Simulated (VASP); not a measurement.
# CdSe (F-43m) in VASP: dielectric tensor with PBEsol+D3(BJ)

Aim: the dielectric tensor of CdSe with PBEsol+D3(BJ).

All numbers are computed with VASP 6.6.1; they aren't measurements. Logs are shortened: lines on timing, memory, paths and dates and some standing lists are left out, and cuts for length are marked.

**1. The cell of the first run**

Symmetry: F-43m, No. 216, cubic system. Conventional cell: a = 6.141 Å, b = 6.141 Å, c = 6.141 Å, α = 90.00°, β = 90.00°, γ = 90.00°. Within 3.5 Å of Cd (site symmetry -43m) lie 4 Se at 2.66 Å. Se (site symmetry -43m) has 4 Cd at 2.66 Å within 3.5 Å.

**2. Dielectric tensor, PBEsol+D3(BJ)**

File INCAR:

```
ALGO = Normal
EDIFF = 1E-8
ENCUT = 520
GGA = PS
ISIF = 2
ISMEAR = 0
IVDW = 12
LASPH = T
LCHARG = F
LEPSILON = T
LREAL = F
LWAVE = F
NELM = 100
PREC = Accurate
SIGMA = 0.01
```

File KPOINTS:

```
k-points
0
Gamma
  6 6 6
```

File POSCAR:

```
CdSe
1.0
    4.3420190000      0.0000000000      0.0000000000
    2.1710095000      3.7602987577      0.0000000000
    2.1710095000      1.2534329192      3.5452436678
Cd Se
1 1
Direct
    0.0000000000      0.0000000000      0.0000000000
    0.7500000000      0.7500000000      0.7500000000
```

Potentials or basis: VASP PAW PBE potentials, release 64 (Cd, Se).

The run is started by

```
> cat potpaw_PBE.64/Cd/POTCAR potpaw_PBE.64/Se/POTCAR > POTCAR
> mpirun -np 1 vasp_std > vasp.out
```

OUTCAR:

```text
EDIFF = 1E-8
   ENCUT = 520
   GGA = PS
   ISIF = 2
   ISMEAR = 0
   IVDW = 12
   LASPH = T
   LEPSILON = T
   LREAL = F
   NELM = 100
   PREC = Accurate
 IVDW          = 12

 ion  position               nearest neighbor table
   1  0.000  0.000  0.000-   2 2.66   2 2.66   2 2.66   2 2.66
   2  0.750  0.750  0.750-   1 2.66   1 2.66   1 2.66   1 2.66

  LATTYP: Found a face centered cubic cell.
 ALAT       =     6.1405421579

  Lattice vectors:

 A1 = (   4.3420190000,   0.0000000000,   0.0000000000)
 A2 = (   2.1710095000,   3.7602987577,   0.0000000000)
 A3 = (   2.1710095000,   1.2534329192,   3.5452436678)

Analysis of symmetry for initial positions (statically):
=====================================================================
 Subroutine PRICEL returns:
 Original cell was already a primitive cell.

 Routine SETGRP: Setting up the symmetry group for a
 face centered cubic supercell.

 Subroutine GETGRP returns: Found 24 space group operations
 (whereof 24 operations were pure point group operations)
 out of a pool of 48 trial point group operations.

The static configuration has the point symmetry T_d .

Analysis of symmetry for dynamics (positions and initial velocities):
=====================================================================
 Subroutine PRICEL returns:
 Original cell was already a primitive cell.

 Routine SETGRP: Setting up the symmetry group for a
 face centered cubic supercell.

 Subroutine GETGRP returns: Found 24 space group operations
 (whereof 24 operations were pure point group operations)
 out of a pool of 48 trial point group operations.

The dynamic configuration has the point symmetry T_d .

 Subroutine INISYM returns: Found 24 space group operations
 (whereof 24 operations are pure point group operations),
 and found     1 'primitive' translations

----------------------------------------------------------------------------------------

                                     Primitive cell

  volume of cell :      57.8842

  direct lattice vectors                    reciprocal lattice vectors
[... 393 lines left out ...]
  energy-cutoff  :      520.00
  volume of cell :       57.88
      direct lattice vectors                 reciprocal lattice vectors
     4.342019000  0.000000000  0.000000000     0.230307606 -0.132968158 -0.094022686
     2.171009500  3.760298758  0.000000000     0.000000000  0.265936316 -0.094022686
     2.171009500  1.253432919  3.545243668     0.000000000  0.000000000  0.282068059

 POSITION                                       TOTAL-FORCE (eV/Angst)
 -----------------------------------------------------------------------------------
      0.00000      0.00000      0.00000         0.000000      0.000000     -0.000000
      6.51303      3.76030      2.65893        -0.000000     -0.000000      0.000000
 -----------------------------------------------------------------------------------
    total drift:                                0.000001      0.000000      0.000000

  FREE ENERGIE OF THE ION-ELECTRON SYSTEM (eV)
  ---------------------------------------------------
  free  energy   TOTEN  =        -6.7423717571 eV

  energy  without entropy=       -6.7423717571  energy(sigma->0) =       -6.74237176

 HEAD OF MICROSCOPIC STATIC DIELECTRIC TENSOR (INDEPENDENT PARTICLE, excluding Hartree and local field effects)
 ------------------------------------------------------
          35.094281    -0.000000     0.000000
          -0.000000    35.094281    -0.000000
           0.000000    -0.000000    35.094281
 ------------------------------------------------------

 Free energy of the ion-electron system (eV)
  ---------------------------------------------------
  ---------------------------------------------------
  free energy    TOTEN  =        -5.57354005 eV

  energy without entropy =       -5.57354005

------------------------ aborting loop because EDIFF is reached ----------------------------------------

 Edisp (eV)   -0.57388

 E8    (eV) :    -0.3757
[... 7 lines left out ...]
 E8    (eV) :    -0.3757

--------------------------------------- Ionic step        3  -------------------------------------------

 Free energy of the ion-electron system (eV)
  ---------------------------------------------------
  ---------------------------------------------------
  free energy    TOTEN  =        -5.57352643 eV

  energy without entropy =       -5.57352643

------------------------ aborting loop because EDIFF is reached ----------------------------------------

 Edisp (eV)   -0.57388

 E8    (eV) :    -0.3757

 PIEZOELECTRIC TENSOR FIELD DIRECTION 3  (e Angst)
 -----------------------------------------------------------------------------
     2.16777  0.00000  0.00000           ( -0.02234  0.00000  0.00000)
     0.00000  2.16777  0.00000           (  0.00000 -0.02234 -0.00000)
     0.00000  0.00000 -4.33631           (  0.00000 -0.00000  0.04469)

 PIEZOELECTRIC TENSOR FIELD DIRECTION 3  (C/m^2)
 -----------------------------------------------------------------------------
     0.60002  0.00000  0.00000
     0.00000  0.60002  0.00000
     0.00000  0.00000 -1.20025

 MACROSCOPIC STATIC DIELECTRIC TENSOR (including local field effects in DFT)
 ------------------------------------------------------
          34.808306    -0.000000    -0.000000
          -0.000000    34.808306    -0.000000
           0.000000    -0.000000    34.808306
 ------------------------------------------------------

 PIEZOELECTRIC TENSOR (including local field effects)  for field in x, y, z        (e  Angst)
          XX          YY          ZZ          XY          YZ          ZX
  --------------------------------------------------------------------------------
  x    -0.00000     0.00000     0.00000     3.06568    -0.00000     2.16776
  y     3.06568    -3.06568     0.00000     0.00000     2.16776    -0.00000
  z     2.16776     2.16776    -4.33553    -0.00000     0.00000     0.00000

 PIEZOELECTRIC TENSOR (including local field effects)  for field in x, y, z        (C/m^2)
          XX          YY          ZZ          XY          YZ          ZX
  --------------------------------------------------------------------------------
  x    -0.00000     0.00000     0.00000     0.84855    -0.00000     0.60002
  y     0.84855    -0.84855     0.00000     0.00000     0.60002    -0.00000
  z     0.60002     0.60002    -1.20003    -0.00000     0.00000     0.00000

 BORN EFFECTIVE CHARGES (including local field effects) (in |e|, cummulative output)
 ---------------------------------------------------------------------------------
 ion    1
    1     2.79068    -0.00000     0.00000
    2    -0.00000     2.79068    -0.00000
    3     0.00000    -0.00000     2.79068
 ion    2
    1    -2.79068     0.00000    -0.00000
    2     0.00000    -2.79068     0.00000
    3    -0.00000     0.00000    -2.79068
```

stdout:

```text
POSCAR found type information on POSCAR CdSe
 POSCAR found :  2 types and       2 ions
 scaLAPACK will be used
 -----------------------------------------------------------------------------
|                                                                             |
[... 28 lines left out ...]
 dielectric tensor                  component  3 :     3.658     0.620    37.776
 Linear response to external field, progress :
  Direction:   1
 dielectric tensor                  component  1 :    34.808    -0.258     0.365
 Linear response to external field, progress :
  Direction:   2
 dielectric tensor                  component  2 :     0.955    34.808     0.000
 Linear response to external field, progress :
  Direction:   3
 dielectric tensor                  component  3 :     2.020     0.363    34.808
 Born effective charges drift removed
```

Wall time 7.3 min (1 thread of AMD EPYC 7R13, shared host); peak memory 0.28 GiB.

Results:

- Band gap on the k mesh: 0.42 eV
- Electronic dielectric tensor (diagonal): 34.81
- Born charges (mean of the diagonal): Cd +2.79; Se -2.79 e
- Dispersion energy per atom: -0.287 eV

Electronic dielectric tensor:
```
34.81  0.00  0.00
 0.00 34.81  0.00
 0.00  0.00 34.81
```

Born effective charge tensors (e):
atom 1, Cd
```
2.79 0.00 0.00
0.00 2.79 0.00
0.00 0.00 2.79
```
atom 2, Se
```
-2.79  0.00  0.00
 0.00 -2.79  0.00
 0.00  0.00 -2.79
```

Caveat: the gap is small at this level, which inflates the dielectric constant.
